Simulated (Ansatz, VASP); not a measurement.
CsSnI3: VASP beside Ansatz

```
Cs I Sn
1.0
     6.20570    0.00000    0.00000
     0.00000    6.20570    0.00000
     0.00000    0.00000    6.20570
Cs I Sn
1 3 1
Direct
  0.00000 0.00000 0.00000
  0.50000 0.50000 0.00000
  0.50000 0.00000 0.50000
  0.00000 0.50000 0.50000
  0.50000 0.50000 0.50000
```

Alike in both runs: task relaxation of cell and atoms; functional RPBE; k mesh 5 × 5 × 5; occupations fermi-dirac, width 0.05 eV; no spin polarisation.

```csv
,VASP,Ansatz
version,VASP 6.6.1,Ansatz 0.2.0
potentials or method,"VASP PAW PBE potentials, release 64 (Cs_sv, I, Sn_d)",Ansatz PAW
plane-wave cutoff (eV),600,420
valence electrons in the cell,44,74
```

Ansatz gave:

* gap on the k mesh at the Fermi level, each at its own relaxed structure (eV): 1.87
* relaxed volume (Å³/atom): 52.96
* relaxed length of the cell vector where the two differ most in proportion (Å): 6.421

What did VASP give for the same quantities?

gap on the k mesh at the Fermi level, each at its own relaxed structure (eV): 1.87; relaxed volume (Å³/atom): 52.98; relaxed length of the cell vector where the two differ most in proportion (Å): 6.422.

VASP's potentials were made for PBE, not for RPBE. VASP's potentials hold 44 valence electrons a cell and Ansatz's 74, so a difference there can come from the potentials and not from the codes.

Spin-orbit coupling is off throughout. Noted on Ansatz's run: odd divisions of the mesh miss points on the zone boundary, where band edges often lie, so the gap on the mesh can be too wide; the plane-wave basis is chosen anew once the cell has moved, so the energies of steps on either side of that aren't comparable.
